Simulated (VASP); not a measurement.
Runs of VASP 6.6.1 on Mo2Se2S. The structure is that of space group P-6m2 (No. 187), or close to it. The cells are those of the table. 

```csv
spin,cell,k mesh,smearing,gap on the mesh (eV),pressure (GPa),moment (μB),largest force (eV/Å)
"collinear, ferromagnetic start","a = 4.357, b = 4.357, c = 7.600 Å, angles 90.0, 90.0, 120.0°, 5 atoms",3 × 3 × 2,gaussian 0.15 eV,none,0.3,(b),0.31
"collinear, ferromagnetic start","a = 4.579, b = 4.579, c = 5.528 Å, angles 90.0, 90.0, 120.0°, 5 atoms",3 × 3 × 2,gaussian 0.15 eV,none,(a),0.00,0.32
"collinear, ferromagnetic start","a = 3.282, b = 3.282, c = 10.454 Å, angles 90.0, 90.0, 120.0°, 5 atoms",4 × 4 × 2,gaussian 0.15 eV,none,-0.1,0.00,0.08
off,"a = 3.336, b = 3.336, c = 10.538 Å, angles 90.0, 90.0, 120.0°, 5 atoms",12 × 12 × 4,gaussian 0.1 eV,none,0.2,-,0.03
```

Alike in all rows: task single point; level PBE; potentials or basis VASP PAW PBE potentials, release 64 (Mo_sv, Se, S); cutoff (eV) 500.

Task: Estimate the missing entries.

Result: (a) 0.5; (b) 2.39.

Caveats: some runs use coarse meshes; this functional lacks dispersion, which binds the layers, so the pressure and a relaxed spacing across them are unreliable (some runs).

A k mesh can miss the band edges, and the runs leave out spin-orbit coupling on Mo, Se.

A gap of «none» marks levels without a gap at the run's occupations.
